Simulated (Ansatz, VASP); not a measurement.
**Two plane-wave programs on TiC**

```xyz
6
Lattice="3.0129 0.0000 0.0000 0.0000 3.0129 0.0000 0.0000 0.0000 20.2609" Properties=species:S:1:pos:R:3 pbc="T T T"
Ti    0.7532    0.7532    8.0722
Ti    2.2597    2.2597   10.1305
Ti    0.7532    0.7532   12.1887
C     2.2597    2.2597    7.9810
C     0.7532    0.7532   10.1304
C     2.2597    2.2597   12.2799
```

Alike in both runs: functional LDA; k mesh 11 × 11 × 1; occupations fermi-dirac, width 0.08 eV; no spin polarisation.

Ansatz relaxed the structure, and its values are those at the end. VASP's run is a single point on that final structure, the one shown.

|  | VASP | Ansatz |
| --- | --- | --- |
| version | VASP 6.6.1 | Ansatz 0.2.0 |
| potentials or method | VASP PAW LDA potentials, release 64 (Ti_sv, C) | PAW with Ansatz's default frozen-core files, scalar-relativistic |
| plane-wave cutoff (eV) | 520 | 420 |
| valence electrons in the cell | 48 | 48 |

```csv
,VASP,Ansatz,Ansatz less VASP
rms of the force components (eV/Å),0.011,0.001,-0.0104
```

LDA's correlation is that of Perdew and Zunger in VASP and of Perdew and Wang (1992) in Ansatz. Ansatz's warnings: stress scf threshold loose, xc potential rough in thin density.
